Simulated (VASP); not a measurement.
MnO, 4 atoms in the cell. The typed cell holds 4 atoms: a = 3.325 Å, b = 3.325 Å, c = 4.868 Å, α = 90.00°, β = 90.00°, γ = 90.00°.  This cell differs from its parent crystal: atoms moved at random.

* Program: VASP 6.6.1
* Task: single point
* Functional: PBE
* Potentials or basis: VASP PAW PBE potentials, release 64 (Mn_pv, O)
* Cutoff: 520 eV
* k mesh: 8 × 8 × 6
* Occupations: fermi-dirac, width 0.05 eV
* Spin: collinear spin, ferromagnetic start
* Starting moments: [4.0, 4.0, 0.0, 0.0] μB
* Dipole correction: no
* Further INCAR settings: ALGO = Normal; EDIFF = 1e-07; NBANDS = 31

Potentials or basis: VASP PAW PBE potentials, release 64 (Mn_pv, O).

Command:

```bash
$ cat potpaw_PBE.64/Mn_pv/POTCAR potpaw_PBE.64/O/POTCAR > POTCAR
$ mpirun -np 1 vasp_std > vasp.out
```

Hardware: 1 thread of Oxide Virtual Turin-like Processor (shared host).

Task: How long does it take, and how much memory?

Result: It took 21 min on 1 thread of Oxide Virtual Turin-like Processor, with other jobs on the host, peak memory 0.49 GiB. Counts: scf iterations 28, k points 196.
